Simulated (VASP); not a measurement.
# Al3TeO4 (Pm-3m) in VASP: a series of runs

Runs on Al3TeO4. Level: PBE. Tasks: single point, relaxation of cell and atoms.

Everything below comes from runs of VASP 6.6.1. Logs are shortened: lines on timing, memory, paths and dates and some standing lists are left out, and cuts for length are marked.

### 1 The cell of the first run

The structure is cubic, space group Pm-3m (No. 221). Conventional cell: a = 4.866 Å, b = 4.866 Å, c = 4.866 Å, α = 90.00°, β = 90.00°, γ = 90.00°. Al (site symmetry 4/mmm) has 2 Te at 2.43 Å and 4 O at 2.43 Å within 3.2 Å. Within 3.2 Å of Te (site symmetry m-3m) lie 6 Al at 2.43 Å. O (site symmetry 4/mmm) has 4 Al at 2.43 Å and 2 O at 2.43 Å within 3.2 Å. O (site symmetry m-3m) has 6 O at 2.43 Å within 3.2 Å.

### 2 Single point, PBE

Input file INCAR:

```
SYSTEM = Al3TeO4
ALGO = Normal
EDIFF = 1E-6
ENCUT = 520
GGA = PE
ISIF = 2
ISMEAR = 0
LASPH = .TRUE.
LCHARG = .FALSE.
LREAL = .FALSE.
LWAVE = .FALSE.
NBANDS = 30
NELM = 100
PREC = Accurate
SIGMA = 0.1
```

Input file KPOINTS:

```
k-points
0
G
  8 8 8
  0 0 0
```

Input file POSCAR:

```
Al3TeO4
1.0
    4.8658120724      0.0000000000      0.0000000000
    0.0000000000      4.8658120724      0.0000000000
    0.0000000000      0.0000000000      4.8658120724
Al Te O
3 1 4
Direct
    0.5000000000      0.0000000000      0.0000000000
    0.0000000000      0.5000000000      0.0000000000
    0.0000000000      0.0000000000      0.5000000000
    0.0000000000      0.0000000000      0.0000000000
    0.0000000000      0.5000000000      0.5000000000
    0.5000000000      0.0000000000      0.5000000000
    0.5000000000      0.5000000000      0.0000000000
    0.5000000000      0.5000000000      0.5000000000
```

Potentials or basis: VASP PAW PBE potentials, release 64 (Al, Te, O).

On the command line:

```sh
$ cat potpaw_PBE.64/Al/POTCAR potpaw_PBE.64/Te/POTCAR potpaw_PBE.64/O/POTCAR > POTCAR
$ mpirun -np 1 vasp_std > vasp.out
```

OUTCAR:

```text
SYSTEM = Al3TeO4
   EDIFF = 1E-6
   ENCUT = 520
   GGA = PE
   ISIF = 2
   ISMEAR = 0
   LASPH = .TRUE.
   LREAL = .FALSE.
   NELM = 100
   PREC = Accurate

 ion  position               nearest neighbor table
   1  0.500  0.000  0.000-   4 2.43   6 2.43   7 2.43   6 2.43   7 2.43   4 2.43
   2  0.000  0.500  0.000-   4 2.43   5 2.43   7 2.43   5 2.43   4 2.43   7 2.43
   3  0.000  0.000  0.500-   4 2.43   5 2.43   6 2.43   4 2.43   5 2.43   6 2.43
   4  0.000  0.000  0.000-   1 2.43   2 2.43   3 2.43   3 2.43   2 2.43   1 2.43
   5  0.000  0.500  0.500-   2 2.43   3 2.43   2 2.43   3 2.43
   6  0.500  0.000  0.500-   1 2.43   3 2.43   1 2.43   3 2.43
   7  0.500  0.500  0.000-   1 2.43   2 2.43   1 2.43   2 2.43
   8  0.500  0.500  0.500-

  LATTYP: Found a simple cubic cell.
 ALAT       =     4.8658120724

  Lattice vectors:

 A1 = (   4.8658120724,   0.0000000000,   0.0000000000)
 A2 = (   0.0000000000,   4.8658120724,   0.0000000000)
 A3 = (   0.0000000000,   0.0000000000,   4.8658120724)

Analysis of symmetry for initial positions (statically):
=====================================================================
 Subroutine PRICEL returns:
 Original cell was already a primitive cell.

 Routine SETGRP: Setting up the symmetry group for a
 simple cubic supercell.

 Subroutine GETGRP returns: Found 48 space group operations
 (whereof 48 operations were pure point group operations)
 out of a pool of 48 trial point group operations.

The static configuration has the point symmetry O_h .

Analysis of symmetry for dynamics (positions and initial velocities):
=====================================================================
 Subroutine PRICEL returns:
 Original cell was already a primitive cell.

 Routine SETGRP: Setting up the symmetry group for a
 simple cubic supercell.

 Subroutine GETGRP returns: Found 48 space group operations
 (whereof 48 operations were pure point group operations)
 out of a pool of 48 trial point group operations.

The dynamic configuration has the point symmetry O_h .

 Subroutine INISYM returns: Found 48 space group operations
 (whereof 48 operations are pure point group operations),
 and found     1 'primitive' translations

----------------------------------------------------------------------------------------

                                     Primitive cell

  volume of cell :     115.2036

  direct lattice vectors                    reciprocal lattice vectors
[... 100 lines left out ...]
   LREAL  =      F    real-space projection
   EDIFFG = 0.1E-04   stopping-criterion for IOM
   NSW    =      0    number of steps for IOM
   IBRION =     -1    ionic relax: 0-MD 1-quasi-New 2-CG
   NFREE  =      0    steps in history (QN), initial steepest desc. (CG)
   ISIF   =      2    stress and relaxation
   ISYM   =      2    0-nonsym 1-usesym 2-fastsym
   POTIM  = 0.5000    time-step for ionic-motion
   TEBEG  =    0.0;   TEEND  =   0.0 temperature during run
   PSTRESS=    0.0 pullay stress
   NELECT =      39.0000    total number of electrons
   NUPDOWN=      -1.0000    fix difference up-down
   EMIN   =  10.00;   EMAX   =-10.00  energy-range for DOS
   EFERMI =   0.00;   METHOD = LEGACY
   ISMEAR =     0;   SIGMA  =   0.10  broadening in eV -4-tet -1-fermi 0-gaus
   EFERMI_NEDOS =   21; number of points for ismear=-14 and -15
   IALGO  =     38    algorithm
   IMIX   =      4    mixing-type and parameters
     AMIX     =   0.40;   BMIX     =  1.00
     AMIX_MAG =   1.60;   BMIX_MAG =  1.00
  volume/ion in A,a.u.               =      14.40        97.18
  Fermi-wavevector in a.u.,A,eV,Ry     =   1.140970  2.156121 17.712247  1.301813
  Thomas-Fermi vector in A             =   2.277671
   LORBIT       =      0    0 simple, 1 ext, 2 COOP (PROOUT), +10 PAW based schemes
   GGA     = PE    functional components
   LHFCALC =     F    Hartree Fock is set to
   AEXX    =    0.0000 exact exchange contribution
   IVDW    =     0    specifies the selected vdW correction
   LEPSILON=     F    determine dielectric tensor
   LRPA    =     F    only Hartree local field effects (RPA)
 non-spin polarized calculation
 Gauss-broadening in eV      SIGMA  =   0.10
  energy-cutoff  :      520.00
  volume of cell :      115.20
 maximum number of plane-waves:      3136
   NGX = 19   NGY = 19   NGZ = 19

 number of electron      38.9999976 magnetization

 Free energy of the ion-electron system (eV)
  ---------------------------------------------------
  ext. energy  EPLUGINS =         0.00000000
  ---------------------------------------------------
  free energy    TOTEN  =       -32.72429667 eV

  energy without entropy =      -32.69807954  energy(sigma->0) =      -32.71118811

 E-fermi :   6.0725     XC(G=0): -10.1489

 val. band max:        6.0499448296   @ k =   0.3750   0.1250   0.1250
 cond. band min:       6.0813476020   @ k =   0.5000   0.0000   0.0000
 fundamental gap:      0.0314027724
 Fermi energy:         6.0725442578

 k-point     1 :       0.0000    0.0000    0.0000
  band No.  band energies     occupation
      1     -12.1043      2.00000
      2     -11.1376      2.00000
      3     -11.1376      2.00000
      4      -9.6231      2.00000
      5      -8.5868      2.00000
      6      -1.1729      2.00000
[... 781 lines left out ...]
     29      11.5613      0.00000
     30      12.6271      0.00000

 [... further k-points ...]
[... 5 lines left out ...]
  --------------------------------------------------------------------------------------
  -------------------------------------------------------------------------------------
  Total        0.0632109      0.0632109      0.0632109      0.0000000      0.0000000      0.0000000
  in kB        0.8790963      0.8790963      0.8790963      0.0000000      0.0000000      0.0000000
  external PRESSURE =       0.8790963 kB  Pullay stress =       0.0000000 kB

 VOLUME and BASIS-vectors are now :
 -----------------------------------------------------------------------------
  energy-cutoff  :      520.00
  volume of cell :      115.20
      direct lattice vectors                 reciprocal lattice vectors
     4.865812072  0.000000000  0.000000000     0.205515541  0.000000000  0.000000000
     0.000000000  4.865812072  0.000000000     0.000000000  0.205515541  0.000000000
     0.000000000  0.000000000  4.865812072     0.000000000  0.000000000  0.205515541

 POSITION                                       TOTAL-FORCE (eV/Angst)
 -----------------------------------------------------------------------------------
      2.43291      0.00000      0.00000         0.000000      0.000000      0.000000
      0.00000      2.43291      0.00000         0.000000      0.000000      0.000000
      0.00000      0.00000      2.43291         0.000000      0.000000      0.000000
      0.00000      0.00000      0.00000         0.000000      0.000000      0.000000
      0.00000      2.43291      2.43291         0.000000      0.000000      0.000000
      2.43291      0.00000      2.43291         0.000000      0.000000      0.000000
      2.43291      2.43291      0.00000         0.000000      0.000000      0.000000
      2.43291      2.43291      2.43291         0.000000      0.000000      0.000000
 -----------------------------------------------------------------------------------
    total drift:                                0.000000      0.000000      0.000000

  FREE ENERGIE OF THE ION-ELECTRON SYSTEM (eV)
  ---------------------------------------------------
  free  energy   TOTEN  =       -32.7242966749 eV

  energy  without entropy=      -32.6980795390  energy(sigma->0) =      -32.71118811
```

OSZICAR:

```text
N       E                     dE             d eps       ncg     rms          rms(c)
DAV:   1     0.175470759820E+03    0.17547E+03   -0.17541E+04  2100   0.112E+03
DAV:   2    -0.238276232673E+02   -0.19930E+03   -0.18918E+03  2722   0.219E+02
DAV:   3    -0.397369363443E+02   -0.15909E+02   -0.15639E+02  2500   0.635E+01
DAV:   4    -0.399355822755E+02   -0.19865E+00   -0.19822E+00  2442   0.791E+00
DAV:   5    -0.399394504821E+02   -0.38682E-02   -0.38663E-02  2576   0.102E+00    0.168E+01
DAV:   6    -0.388684111655E+02    0.10710E+01   -0.12738E+02  2332   0.350E+01    0.267E+01
DAV:   7    -0.349813880868E+02    0.38870E+01   -0.10789E+02  2378   0.164E+01    0.130E+01
DAV:   8    -0.329022756554E+02    0.20791E+01   -0.28943E+00  2474   0.126E+01    0.461E+00
DAV:   9    -0.328459308841E+02    0.56345E-01   -0.27819E+00  2246   0.656E+00    0.393E+00
DAV:  10    -0.327371002447E+02    0.10883E+00   -0.91690E-01  2586   0.267E+00    0.105E+00
DAV:  11    -0.327299915443E+02    0.71087E-02   -0.12856E-01  2438   0.111E+00    0.774E-01
DAV:  12    -0.327249333092E+02    0.50582E-02   -0.98743E-03  2358   0.382E-01    0.318E-01
DAV:  13    -0.327247159107E+02    0.21740E-03   -0.81364E-03  2406   0.315E-01    0.206E-01
DAV:  14    -0.327245199182E+02    0.19599E-03   -0.30746E-04  2430   0.847E-02    0.157E-01
DAV:  15    -0.327246129357E+02   -0.93018E-04   -0.38926E-05  2488   0.255E-02    0.174E-01
DAV:  16    -0.327242930435E+02    0.31989E-03   -0.92691E-04  2520   0.905E-02    0.782E-03
DAV:  17    -0.327242965464E+02   -0.35029E-05   -0.25556E-05  2520   0.246E-02    0.128E-02
DAV:  18    -0.327242966749E+02   -0.12851E-06   -0.35122E-07  1422   0.283E-03
   1 F= -.32724297E+02 E0= -.32711188E+02  d E =-.262171E-01
```

It took 3.4 min on 1 thread of AMD EPYC 7R43 (Zen 3), shared host; peak memory 0.23 GiB.

What came out:

```yaml
Free_energy: -32.7243 eV
Pressure: 0.1 GPa
```

Caveat: spin-orbit coupling is left out, which moves the levels of the heavy elements; an odd number of electrons without spin polarisation forces a metal; a magnetic or distorted state may lie lower.

### 3 Relaxation of cell and atoms, PBE

This run uses another cell than the first one, of 14.51 Å³/atom, 1.008 times its volume.

Input file INCAR:

```
  PREC = Accurate
  ENCUT = 600
  EDIFF = 1E-6
  ISMEAR = 0
  SIGMA = 0.1
  LREAL = F
  LASPH = T
  NELM = 100
  ALGO = Normal
  ISIF = 3
  LWAVE = F
  LCHARG = F
  GGA = PE
  IBRION = 2
  NSW = 100
  EDIFFG = -0.01
```

Input file KPOINTS:

```
Automatic mesh
0
Gamma
  8 8 8
```

POSCAR, as its differences from that of step 2:

```diff
@@ -2,5 +2,5 @@
 1.0
-    4.8658120724      0.0000000000      0.0000000000
-    0.0000000000      4.8658120724      0.0000000000
-    0.0000000000      0.0000000000      4.8658120724
+    4.8783681591      0.0000000000      0.0000000000
+    0.0000000000      4.8783681591      0.0000000000
+    0.0000000000      0.0000000000      4.8783681591
 Al Te O
```

Potentials or basis: VASP PAW PBE potentials, release 64 (Al, Te, O).

On the command line:

```sh
$ cat potpaw_PBE.64/Al/POTCAR potpaw_PBE.64/Te/POTCAR potpaw_PBE.64/O/POTCAR > POTCAR
$ mpirun -np 1 vasp_std > vasp.out
```

Wall time 6.5 min (1 thread of AMD EPYC 7R43 (Zen 3), shared host); peak memory 0.28 GiB.

The run converged. Its results:

```
Free energy                            : -32.7295 eV
Relaxed volume                         : 14.40 Å³/atom
Relaxed cell                           : a = 4.866 Å, b = 4.866 Å, c = 4.866 Å, α = 90.00°, β = 90.00°, γ = 90.00°
Space group after relaxing (to 0.05 Å) : Pm-3m (No. 221)
Energy gained by relaxing              : 0.2 meV/atom
Ionic steps                            : 3
Pressure after relaxing                : 0.0 GPa
```

Step by step:
| step | energy change (eV) | largest force (eV/Å) | pressure (GPa) | volume (Å³) |
| --- | --- | --- | --- | --- |
| 1 | 0.0000 | 0.0000 | -0.68 | 116.10 |
| 2 | -0.0018 | 0.0000 | 0.13 | 115.06 |
| 3 | -0.0018 | 0.0000 | 0.01 | 115.23 |

Final structure:
```cif
data_structure
_symmetry_space_group_name_H-M 'P 1'
_symmetry_Int_Tables_number 1
_cell_length_a 4.8662
_cell_length_b 4.8662
_cell_length_c 4.8662
_cell_angle_alpha 90.000
_cell_angle_beta 90.000
_cell_angle_gamma 90.000
_cell_volume 115.23
loop_
_atom_site_label
_atom_site_type_symbol
_atom_site_fract_x
_atom_site_fract_y
_atom_site_fract_z
_atom_site_occupancy
Al1 Al 0.50000 0.00000 0.00000 1
Al2 Al 0.00000 0.50000 0.00000 1
Al3 Al 0.00000 0.00000 0.50000 1
Te1 Te 0.00000 0.00000 0.00000 1
O1 O 0.00000 0.50000 0.50000 1
O2 O 0.50000 0.00000 0.50000 1
O3 O 0.50000 0.50000 0.00000 1
O4 O 0.50000 0.50000 0.50000 1
```

Levels at points of the mesh, in eV from the Fermi level:
| k point | band 17 | band 18 | band 19 | band 20 | band 21 | band 22 | band 23 | band 24 |
| --- | --- | --- | --- | --- | --- | --- | --- | --- |
| (0.00, 0.00, 0.00) | -2.37 | -2.37 | -2.37 | -0.26 | 0.57 | 0.57 | 0.57 | 3.20 |
| (0.50, 0.00, 0.00) | -2.07 | -1.00 | -0.08 | 0.01 | 0.56 | 0.56 | 2.96 | 3.51 |
| (0.50, 0.50, 0.00) | -1.74 | -1.15 | -1.15 | 0.56 | 0.85 | 1.27 | 2.85 | 3.63 |
| (0.50, 0.50, 0.50) | -1.71 | -1.43 | -1.43 | -1.43 | 1.02 | 1.02 | 1.02 | 2.48 |

Caveat: spin-orbit coupling is left out, which moves the levels of the heavy elements; an odd number of electrons without spin polarisation forces a metal; a magnetic or distorted state may lie lower.
